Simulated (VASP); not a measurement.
A run of VASP 6.6.1:

Contents of INCAR:

```
SYSTEM = ScAl3
  ALGO = Normal
  EDIFF = 1E-6
  ENCUT = 520
  GGA = PE
  ISIF = 2
  ISMEAR = 0
  LASPH = .True.
  LCHARG = .False.
  LREAL = .False.
  LWAVE = .False.
  NBANDS = 18
  NELM = 100
  PREC = Accurate
  SIGMA = 0.1
```

Contents of KPOINTS:

```
k-points
0
Gamma
  6 6 6
  0 0 0
```

The input POSCAR:

```
ScAl3
1.0
   -2.5618206827      2.6968624097      3.8588392891
    2.5618206827     -2.6968624097      3.8588392891
    2.5618206827      2.6968624097     -3.8588392891
Sc Al
1 3
Direct
    0.5000000000      0.0000000000      0.5000000000
    0.6742062287      0.6742062287      0.0000000000
    0.3257937713      0.3257937713      0.0000000000
    0.0000000000      0.0000000000      0.0000000000
```

Potentials or basis: VASP PAW PBE potentials, release 64 (Sc_sv, Al).

Command:

```sh
$ cat potpaw_PBE.64/Sc_sv/POTCAR potpaw_PBE.64/Al/POTCAR > POTCAR
$ mpirun -np 1 vasp_std > vasp.out
```

Hardware: 1 thread of Intel(R) Xeon(R) 6975P-C (Granite Rapids), with other jobs on the host.

Q: Estimate the wall time of this run.

A: Run time: 42 s on 1 thread of Intel(R) Xeon(R) 6975P-C (Granite Rapids) (shared host), peak memory 0.28 GiB. Counts: scf iterations 14, k points 46.
